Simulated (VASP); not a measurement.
Input of a VASP 6.6.1 run:

File INCAR:

```
PREC = Accurate
ENCUT = 520
EDIFF = 1E-6
ISMEAR = 0
SIGMA = 0.1
LREAL = False
LASPH = True
NELM = 100
ALGO = Normal
ISIF = 2
LWAVE = False
LCHARG = False
GGA = PE
NBANDS = 38
```

File KPOINTS:

```
Automatic mesh
0
Gamma
  8 8 8
```

POSCAR

```
Si4Ni3Pt
1.0
    4.3508274072      0.0000000000      0.0000000000
    0.0000000000      4.3508274072      0.0000000000
    0.0000000000      0.0000000000      4.6907747006
Si Ni Pt
4 3 1
Direct
    0.0000000000      0.5000000000      0.8549744836
    0.5000000000      0.0000000000      0.8549744836
    0.0000000000      0.0000000000      0.1595177993
    0.5000000000      0.5000000000      0.1507964637
    0.0000000000      0.5000000000      0.3363448347
    0.5000000000      0.0000000000      0.3363448347
    0.5000000000      0.5000000000      0.6539372186
    0.0000000000      0.0000000000      0.6530756923
```

Potentials or basis: VASP PAW PBE potentials, release 64 (Si, Ni, Pt).

Run with:

```sh
$ cat potpaw_PBE.64/Si/POTCAR potpaw_PBE.64/Ni/POTCAR potpaw_PBE.64/Pt/POTCAR > POTCAR
$ mpirun -np 1 vasp_std > vasp.out
```

Question: Estimate the band gap on the k mesh.

Answer: Zero (bands 28 and 29 overlap by 0.80 eV).

Question: Estimate the pressure.

Answer: 29.3 GPa.

Question: Estimate the largest force.

Answer: 0.017 eV/Å.

Stress tensor (GPa, compression positive):
```
29.24  0.00  0.00
 0.00 29.24  0.00
 0.00  0.00 29.52
```

Caveat: the cell stands under pressure; spin-orbit coupling is left out, which moves the levels of the heavy elements. Spin polarisation is off, so any magnetic state and its effect on volume and gap are missing.
